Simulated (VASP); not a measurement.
# WSe2 (R3m) in VASP: notebook

WSe2 is run at these levels: PBE; tasks: single point, relaxation of cell and atoms.

Everything below comes from runs of VASP 6.6.1. Logs are shortened: lines on timing, memory, paths and dates and some standing lists are left out, and cuts for length are marked.

**1. The cell of the first run**

The structure is trigonal, space group R3m (No. 160). Conventional cell: a = 3.321 Å, b = 3.321 Å, c = 23.570 Å, α = 90.00°, β = 90.00°, γ = 120.00°. Within 3.4 Å of W (site symmetry 3m) lie 6 Se at 2.55 Å and 6 W at 3.32 Å. Within 3.4 Å of Se (site symmetry 3m) lie 3 W at 2.55 Å and 7 Se at 3.32 to 3.36 Å. Within 3.4 Å of Se (site symmetry 3m) lie 3 W at 2.55 Å and 7 Se at 3.32 to 3.36 Å.

**2. Single point, PBE**

The input, INCAR:

```
ALGO = Normal ; EDIFF = 1E-6
ENCUT = 520 ; GGA = PE
ISIF = 2 ; ISMEAR = 0
LASPH = True ; LCHARG = False
LREAL = False ; LWAVE = False
NBANDS = 20 ; NELM = 80
PREC = Accurate ; SIGMA = 0.02
```

The input, KPOINTS:

```
k-points
0
Gamma
  9 9 9
```

The input, POSCAR:

```
WSe2
1.0
    1.6604164957      0.9586419108      7.8566003141
   -1.6604164957      0.9586419108      7.8566003141
    0.0000000000     -1.9172838215      7.8566003141
W Se
1 2
Direct
    0.0006772677      0.0006772677      0.0006772677
    0.4052376375      0.4052376375      0.4052376375
    0.2627850948      0.2627850948      0.2627850948
```

Potentials or basis: VASP PAW PBE potentials, release 64 (W_sv, Se).

On the command line:

```
$ cat potpaw_PBE.64/W_sv/POTCAR potpaw_PBE.64/Se/POTCAR > POTCAR
$ mpirun -np 1 vasp_std > vasp.out
```

OUTCAR:

```text
EDIFF = 1E-6
   ENCUT = 520
   GGA = PE
   ISIF = 2
   ISMEAR = 0
   LASPH = True
   LREAL = False
   NELM = 80
   PREC = Accurate

 ion  position               nearest neighbor table
   1  0.001  0.001  0.001-   3 2.55   3 2.55   3 2.55   2 2.55   2 2.55   2 2.55
   2  0.405  0.405  0.405-   1 2.55   1 2.55   1 2.55
   3  0.263  0.263  0.263-   1 2.55   1 2.55   1 2.55

  LATTYP: Found a trigonal (rhomboedric) cell.
 ALAT       =     8.0871593126
 COS(alpha) =     0.9156913613

  Lattice vectors:

 A1 = (   1.6604164957,   0.9586419108,   7.8566003141)
 A2 = (  -1.6604164957,   0.9586419108,   7.8566003141)
 A3 = (   0.0000000000,  -1.9172838215,   7.8566003141)

Analysis of symmetry for initial positions (statically):
=====================================================================
 Subroutine PRICEL returns:
 Original cell was already a primitive cell.

 Routine SETGRP: Setting up the symmetry group for a
 trigonal (rhombohedral) supercell.

 Subroutine GETGRP returns: Found  6 space group operations
 (whereof  6 operations were pure point group operations)
 out of a pool of 12 trial point group operations.

The static configuration has the point symmetry C_3v.

Analysis of symmetry for dynamics (positions and initial velocities):
=====================================================================
 Subroutine PRICEL returns:
 Original cell was already a primitive cell.

 Routine SETGRP: Setting up the symmetry group for a
 trigonal (rhombohedral) supercell.

 Subroutine GETGRP returns: Found  6 space group operations
 (whereof  6 operations were pure point group operations)
 out of a pool of 12 trial point group operations.

The dynamic configuration has the point symmetry C_3v.

 Subroutine INISYM returns: Found  6 space group operations
 (whereof  6 operations are pure point group operations),
 and found     1 'primitive' translations

----------------------------------------------------------------------------------------

                                     Primitive cell

  volume of cell :      75.0342

  direct lattice vectors                    reciprocal lattice vectors
     1.660416496  0.958641911  7.856600314     0.301129266  0.173857063  0.042427172
    -1.660416496  0.958641911  7.856600314    -0.301129266  0.173857063  0.042427172
     0.000000000 -1.917283822  7.856600314     0.000000000 -0.347714125  0.042427172

  length of vectors
     8.087159313  8.087159313  8.087159313     0.350292988  0.350292988  0.350292988

  position of ions in fractional coordinates (direct lattice)
     0.000677268  0.000677268  0.000677268
     0.405237638  0.405237638  0.405237638
     0.262785095  0.262785095  0.262785095

  ion indices of the primitive-cell ions
   primitive index   ion index
                 1           1
                 2           2
                 3           3

----------------------------------------------------------------------------------------

 KPOINTS: k-points

Automatic generation of k-mesh.
 Grid dimensions read from file:
 generate k-points for:    9    9    9

 Generating k-lattice:

  Cartesian coordinates                     Fractional coordinates (reciprocal lattice)
     0.033458807  0.019317451  0.004714130     0.111111111 -0.000000000  0.000000000
    -0.033458807  0.019317451  0.004714130    -0.000000000  0.111111111  0.000000000
     0.000000000 -0.038634903  0.004714130     0.000000000  0.000000000  0.111111111

  Length of vectors
     0.038921443  0.038921443  0.038921443

  Shift w.r.t. Gamma in fractional coordinates (k-lattice)
     0.000000000  0.000000000  0.000000000

 Subroutine IBZKPT returns following result:
 ===========================================

 Found     85 irreducible k-points:

 Following reciprocal coordinates:
            Coordinates               Weight
  0.000000  0.000000  0.000000      1.000000
  0.111111 -0.000000 -0.000000      6.000000
  0.222222  0.000000 -0.000000      6.000000
  0.333333 -0.000000  0.000000      6.000000
  0.444444  0.000000 -0.000000      6.000000
  0.111111  0.111111 -0.000000      6.000000
[... 16 lines left out ...]
 -0.333333  0.333333  0.000000      6.000000
  0.444444  0.444444  0.000000      6.000000
 [... further k-points ...]
   k-points           NKPTS =     85   k-points in BZ     NKDIM =     85   number of bands    NBANDS=     20
   number of dos      NEDOS =    301   number of ions     NIONS =      3
   total plane-waves  NPLWV = 216000
   dimension x,y,z NGX =    60 NGY =   60 NGZ =   60
   dimension x,y,z NGXF=   120 NGYF=  120 NGZF=  120
   ions per type =               1   2
   NGX,Y,Z   is equivalent  to a cutoff of  12.33, 12.33, 12.33 a.u.
   NGXF,Y,Z  is equivalent  to a cutoff of  24.67, 24.67, 24.67 a.u.
 SYSTEM =  unknown system
   PREC   = accura    normal or accurate (medium, high low for compatibility)
   ISTART =      0    job   : 0-new  1-cont  2-samecut
   ICHARG =      2    charge: 1-file 2-atom 10-const
   ISPIN  =      1    spin polarized calculation?
   LNONCOLLINEAR =      F non collinear calculations
   LSORBIT =      F    spin-orbit coupling
   LASPH  =      T    aspherical Exc in radial PAW
   ENCUT  =  520.0 eV  38.22 Ry    6.18 a.u.  15.04 15.04 15.04*2*pi/ulx,y,z
   NELM   =     80;   NELMIN=  2; NELMDL= -5     # of ELM steps
   EDIFF  = 0.1E-05   stopping-criterion for ELM
   LREAL  =      F    real-space projection
   EDIFFG = 0.1E-04   stopping-criterion for IOM
   NSW    =      0    number of steps for IOM
   IBRION =     -1    ionic relax: 0-MD 1-quasi-New 2-CG
   NFREE  =      0    steps in history (QN), initial steepest desc. (CG)
   ISIF   =      2    stress and relaxation
   ISYM   =      2    0-nonsym 1-usesym 2-fastsym
   POTIM  = 0.5000    time-step for ionic-motion
   TEBEG  =    0.0;   TEEND  =   0.0 temperature during run
   PSTRESS=    0.0 pullay stress
   NELECT =      26.0000    total number of electrons
   NUPDOWN=      -1.0000    fix difference up-down
   EMIN   =  10.00;   EMAX   =-10.00  energy-range for DOS
   EFERMI =   0.00;   METHOD = LEGACY
   ISMEAR =     0;   SIGMA  =   0.02  broadening in eV -4-tet -1-fermi 0-gaus
   EFERMI_NEDOS =   21; number of points for ismear=-14 and -15
   IALGO  =     38    algorithm
   IMIX   =      4    mixing-type and parameters
     AMIX     =   0.40;   BMIX     =  1.00
     AMIX_MAG =   1.60;   BMIX_MAG =  1.00
  volume/ion in A,a.u.               =      25.01       168.79
  Fermi-wavevector in a.u.,A,eV,Ry     =   1.149863  2.172926 17.989423  1.322185
  Thomas-Fermi vector in A             =   2.286530
   LORBIT       =      0    0 simple, 1 ext, 2 COOP (PROOUT), +10 PAW based schemes
   GGA     = PE    functional components
   LHFCALC =     F    Hartree Fock is set to
   AEXX    =    0.0000 exact exchange contribution
   IVDW    =     0    specifies the selected vdW correction
   LEPSILON=     F    determine dielectric tensor
   LRPA    =     F    only Hartree local field effects (RPA)
 non-spin polarized calculation
 Gauss-broadening in eV      SIGMA  =   0.02
  energy-cutoff  :      520.00
  volume of cell :       75.03
 maximum number of plane-waves:      2045
   NGX = 31   NGY = 31   NGZ = 31

 number of electron      26.0000000 magnetization

 Free energy of the ion-electron system (eV)
  ---------------------------------------------------
  ext. energy  EPLUGINS =         0.00000000
  ---------------------------------------------------
  free energy    TOTEN  =       -21.62776356 eV

  energy without entropy =      -21.62776356  energy(sigma->0) =      -21.62776356

 E-fermi :   4.0756     XC(G=0):  -9.3069

 val. band max:        3.8683206774   @ k =  -0.2222   0.4444   0.1111
 cond. band min:       5.4148950351   @ k =  -0.2222   0.4444   0.1111
 fundamental gap:      1.5465743577
 Fermi energy:         4.0756076550

 k-point     1 :       0.0000    0.0000    0.0000
  band No.  band energies     occupation
      1     -70.2147      2.00000
      2     -34.4335      2.00000
      3     -34.3314      2.00000
      4     -34.3314      2.00000
      5     -10.8257      2.00000
      6      -9.5714      2.00000
[... 12 lines left out ...]
     19      10.3818      0.00000
     20      11.9581      0.00000

 k-point     2 :       0.1111   -0.0000   -0.0000
  band No.  band energies     occupation
      1     -70.2136      2.00000
      2     -34.4289      2.00000
      3     -34.3561      2.00000
      4     -34.3372      2.00000
      5     -10.6483      2.00000
      6      -9.4835      2.00000
[... 12 lines left out ...]
     19      10.8758      0.00000
     20      12.8981      0.00000

 k-point     3 :       0.2222    0.0000   -0.0000
  band No.  band energies     occupation
      1     -70.2110      2.00000
      2     -34.4179      2.00000
      3     -34.4171      2.00000
      4     -34.3519      2.00000
      5     -10.1599      2.00000
      6      -9.2434      2.00000
[... 12 lines left out ...]
     19      11.7092      0.00000
     20      12.6486      0.00000

 k-point     4 :       0.3333   -0.0000    0.0000
  band No.  band energies     occupation
      1     -70.2080      2.00000
      2     -34.4874      2.00000
      3     -34.4037      2.00000
      4     -34.3685      2.00000
      5      -9.5073      2.00000
      6      -8.9312      2.00000
[... 12 lines left out ...]
     19      10.5040      0.00000
     20      11.5934      0.00000

 k-point     5 :       0.4444    0.0000   -0.0000
  band No.  band energies     occupation
      1     -70.2060      2.00000
      2     -34.5322      2.00000
      3     -34.3949      2.00000
      4     -34.3793      2.00000
      5      -8.9906      2.00000
      6      -8.6969      2.00000
[... 12 lines left out ...]
     19      10.4071      0.00000
     20      11.1960      0.00000
[... 353 lines left out ...]
      6      -8.7580      2.00000
[... 12 lines left out ...]
     19      10.8616      0.00000
     20      12.0760      0.00000

 k-point    22 :      -0.4444    0.3333    0.0000
  band No.  band energies     occupation
      1     -70.2052      2.00000
      2     -34.5077      2.00000
      3     -34.4292      2.00000
      4     -34.3910      2.00000
      5      -8.7731      2.00000
      6      -8.5801      2.00000
[... 12 lines left out ...]
     19      11.0097      0.00000
     20      11.8126      0.00000

 k-point    23 :      -0.3333    0.3333    0.0000
  band No.  band energies     occupation
      1     -70.2047      2.00000
      2     -34.4867      2.00000
      3     -34.4653      2.00000
      4     -34.3887      2.00000
      5      -8.6293      2.00000
      6      -8.5019      2.00000
[... 12 lines left out ...]
     19      10.2851      0.00000
     20      12.4064      0.00000

 k-point    24 :       0.4444    0.4444    0.0000
  band No.  band energies     occupation
      1     -70.2061      2.00000
      2     -34.5322      2.00000
      3     -34.3949      2.00000
      4     -34.3793      2.00000
      5      -8.9852      2.00000
      6      -8.7034      2.00000
[... 12 lines left out ...]
     19      10.5342      0.00000
     20      11.4070      0.00000

 [... further k-points ...]

------------------------ aborting loop because EDIFF is reached ----------------------------------------

  FORCE on cell =-STRESS in cart. coord.  units (eV):
  Direction    XX          YY          ZZ          XY          YZ          ZX
  --------------------------------------------------------------------------------------
  -------------------------------------------------------------------------------------
  Total        0.0782407      0.0782407      0.0938882      0.0000000      0.0000000      0.0000000
  in kB        1.6706448      1.6706448      2.0047583      0.0000000      0.0000000      0.0000000
  external PRESSURE =       1.7820160 kB  Pullay stress =       0.0000000 kB

 VOLUME and BASIS-vectors are now :
 -----------------------------------------------------------------------------
  energy-cutoff  :      520.00
  volume of cell :       75.03
      direct lattice vectors                 reciprocal lattice vectors
     1.660416496  0.958641911  7.856600314     0.301129266  0.173857063  0.042427172
    -1.660416496  0.958641911  7.856600314    -0.301129266  0.173857063  0.042427172
     0.000000000 -1.917283822  7.856600314     0.000000000 -0.347714125  0.042427172

 POSITION                                       TOTAL-FORCE (eV/Angst)
 -----------------------------------------------------------------------------------
      0.00000      0.00000      0.01596         0.000000     -0.000000     -0.000018
      0.00000      0.00000      9.55137         0.000000      0.000000      0.034303
      0.00000      0.00000      6.19379         0.000000     -0.000000     -0.034284
 -----------------------------------------------------------------------------------
    total drift:                               -0.000000      0.000000     -0.000186

  FREE ENERGIE OF THE ION-ELECTRON SYSTEM (eV)
  ---------------------------------------------------
  free  energy   TOTEN  =       -21.6277635614 eV

  energy  without entropy=      -21.6277635614  energy(sigma->0) =      -21.62776356
```

Run time: 4.3 min. Hardware: 1 thread of Intel Xeon 6975P-C (Granite Rapids), shared host; peak memory 0.54 GiB.

What came out:

| Quantity | Value |
| --- | --- |
| Free energy | -21.6278 eV |
| Pressure | 0.2 GPa |
| Largest force | 0.034 eV/Å |
| Band gap on the k mesh | 1.55 eV |

Forces in eV/Å, atoms in the order of the input:
```
W    0.000  0.000  0.000
Se   0.000  0.000  0.034
Se   0.000  0.000 -0.034
```

Caveat: spin-orbit coupling is left out, which moves the levels of the heavy elements.

(Part 1 of 2 ends here.)
